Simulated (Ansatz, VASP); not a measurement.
**AlSn in VASP and in Ansatz**

```
CELL_PARAMETERS angstrom
4.19811 0.00000 0.00000
-2.09905 3.63567 0.00000
0.00000 0.00000 3.30685
ATOMIC_POSITIONS crystal
Sn 0.33333 0.66667 0.50000
Al 0.00000 0.00000 0.00000
```

Alike in both runs: functional r2SCAN; k mesh 7 × 7 × 8; occupations fermi-dirac, width 0.05 eV; no spin polarisation.

|  | VASP | Ansatz |
| --- | --- | --- |
| version | VASP 6.6.1 | Ansatz 0.2.0 |
| potentials or method | VASP PAW PBE potentials, release 64 (Sn_d, Al) | Ansatz PAW |
| plane-wave cutoff (eV) | 520 | 500 |
| valence electrons in the cell | 17 | 17 |
| task | single point | band structure |

```csv
,VASP,Ansatz,Ansatz less VASP
gap on the k mesh at the Fermi level (eV),none,none,-
pressure (GPa),-1.2,-1.1,+0.12
"traceless stress, the component that is largest in VASP (GPa)",-0.58,-0.59,-0.005
```

VASP's potentials were made for PBE, not for r2SCAN. A gap of «none» marks a metal or a gap that the smearing closes. With one functional, cell and mesh, what is left measures potentials, basis and numerics.
